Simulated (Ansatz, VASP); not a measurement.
## W2C3: VASP beside Ansatz

INCAR

```
SYSTEM = W2C3
  ALGO = Normal
  EDIFF = 1E-6
  ENCUT = 520
  GGA = PE
  ISIF = 2
  ISMEAR = 0
  LASPH = .True.
  LCHARG = .False.
  LREAL = .False.
  LWAVE = .False.
  NBANDS = 51
  NELM = 80
  PREC = Accurate
  SIGMA = 0.2
```

The input KPOINTS:

```
k-points
0
Gamma
  12 12 2
  0 0 0
```

POSCAR

```
W2C3
1.0
    2.9557588905      0.0000000000      0.0000000000
   -1.4778794453      2.5597622866      0.0000000000
    0.0000000000      0.0000000000     12.8285680541
W C
4 6
Direct
    0.6666666667      0.3333333333      0.6382540613
    0.6666666667      0.3333333333      0.8617459387
    0.3333333333      0.6666666667      0.3617459387
    0.3333333333      0.6666666667      0.1382540613
    0.6666666667      0.3333333333      0.4618258624
    0.3333333333      0.6666666667      0.5381741376
    0.3333333333      0.6666666667      0.7500000000
    0.3333333333      0.6666666667      0.9618258624
    0.6666666667      0.3333333333      0.0381741376
    0.6666666667      0.3333333333      0.2500000000
```

Input for Ansatz:

```yaml
crystal:
  lattice:
    - [2.9557588905, 0.0, 0.0]
    - [-1.4778794453, 2.5597622866, 0.0]
    - [0.0, 0.0, 12.8285680541]
  atoms:
    - { symbol: W, position: [0.6666666667, 0.3333333333, 0.6382540613] }
    - { symbol: W, position: [0.6666666667, 0.3333333333, 0.8617459387] }
    - { symbol: W, position: [0.3333333333, 0.6666666667, 0.3617459387] }
    - { symbol: W, position: [0.3333333333, 0.6666666667, 0.1382540613] }
    - { symbol: C, position: [0.6666666667, 0.3333333333, 0.4618258624] }
    - { symbol: C, position: [0.3333333333, 0.6666666667, 0.5381741376] }
    - { symbol: C, position: [0.3333333333, 0.6666666667, 0.75] }
    - { symbol: C, position: [0.3333333333, 0.6666666667, 0.9618258624] }
    - { symbol: C, position: [0.6666666667, 0.3333333333, 0.0381741376] }
    - { symbol: C, position: [0.6666666667, 0.3333333333, 0.25] }
basis:
  ecutwfc: 420
kpoints:
  mp_grid: { grid: [12, 12, 2] }
hamiltonian:
  xc: pbe
scf:
  occupations: { method: gaussian, width: 0.2 }
  lower_state_search: "off"
output:
  forces: true
  stress: true
  eigenvalues: true
```

Alike in both runs: task single point; functional PBE; k mesh 12 × 12 × 2; occupations gaussian, width 0.2 eV; no spin polarisation.

|  | VASP | Ansatz |
| --- | --- | --- |
| version | VASP 6.6.1 | Ansatz 0.2.0 |
| potentials or method | VASP PAW PBE potentials, release 64 (W_sv, C), cutoff 520 eV | scalar-relativistic, plane waves, PAW |
| valence electrons in the cell | 80 | 80 |

```tsv
	VASP	Ansatz	Ansatz less VASP
gap on the k mesh at the Fermi level (eV)	none	none	-
pressure (GPa)	1.1	0.0	-1.05
traceless stress, the component that is largest in VASP (GPa)	0.44	0.22	-0.216
rms of the force components (eV/Å)	0.005	0.007	+0.0017
```

Atom by atom the forces differ by 0.011 eV/Å (rms over components). A gap of «none» marks a metal or a gap that the smearing closes. The functional is the same, so the differences come from potentials, cutoffs and numerics.

Spin-orbit coupling is off throughout.
